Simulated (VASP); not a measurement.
The system is Mg.

```xyz
2
Lattice="3.2093 0.0000 0.0000 -1.6046 2.7793 0.0000 0.0000 0.0000 5.2103" Properties=species:S:1:pos:R:3 pbc="T T T"
Mg    0.0000    1.8529    1.3026
Mg    1.6047    0.9264    3.9077
```

| Item | Value |
| --- | --- |
| Program | VASP 6.6.1 |
| Task | relaxation of cell and atoms |
| Functional | r2SCAN |
| Potentials or basis | VASP PAW PBE potentials, release 64 (Mg) |
| Cutoff | 600 eV |
| k mesh | 9 × 9 × 5 |
| Occupations | gaussian, width 0.05 eV |
| Spin | no spin polarisation |

At the start: pressure -1.4 GPa; volume 23.24 Å³/atom.

**Question.** Where does the relaxation end?

**Answer.** Over 3 steps the energy falls by 3.7 meV/atom and the volume is 22.43 Å³/atom (-3.5 %); space group P6_3/mmc (No. 194, to 0.05 Å).

Step by step:
| step | energy change (eV) | largest force (eV/Å) | pressure (GPa) | volume (Å³) |
| --- | --- | --- | --- | --- |
| 1 | 0.0000 | 0.0000 | -1.35 | 46.47 |
| 2 | -0.0070 | 0.0000 | -0.29 | 45.17 |
| 3 | -0.0073 | 0.0000 | -0.01 | 44.86 |

Final structure:
```
Mg
1.0
     3.16715    0.00000    0.00000
    -1.58358    2.74284    0.00000
     0.00000    0.00000    5.16450
Mg
2
Direct
  0.33333 0.66667 0.25000
  0.66667 0.33333 0.75000
```

Caveat: the PAW data sets were made with another functional, which shifts forces and pressure a little.
